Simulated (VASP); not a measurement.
The system is NiO.

```
Ni O
1.0
     0.00000    2.09972    2.09972
     2.09972    0.00000    2.09972
     2.09972    2.09972    0.00000
Ni O
1 1
Direct
  0.00000 0.00000 0.00000
  0.50000 0.50000 0.50000
```

Base run:

| Property | Result |
| --- | --- |
| Program | VASP 6.6.1 |
| Functional | RPBE |
| Potentials or basis | VASP PAW PBE potentials, release 64 (Ni, O) |
| Cutoff | 520 eV |
| k mesh | 11 × 11 × 11 |
| Occupations | fermi-dirac, width 0.05 eV |
| Spin | collinear spin, ferromagnetic start |
| Starting moments | [1.0, 0.0] μB |

Its results: pressure 8.9 GPa; net moment 1.84 μB per cell; site moments Ni +1.51; O +0.28 μB.

**Question.** The run is repeated on the same cell with these changes: functional from RPBE to PBEsol-based screened hybrid with 25 % exact exchange; k mesh from 11 × 11 × 11 to 6 × 6 × 6. What comes out?

**Answer.** Pressure -7.4 GPa; net moment 2.00 μB per cell; site moments Ni +1.73; O +0.24 μB.

Several settings changed at once.

Caveats: some runs use coarse meshes; the PAW data sets were made with another functional, which shifts forces and pressure a little; a cell with one magnetic atom can't hold antiferromagnetic order, which such compounds often take; the cell stands under pressure (at least some runs).
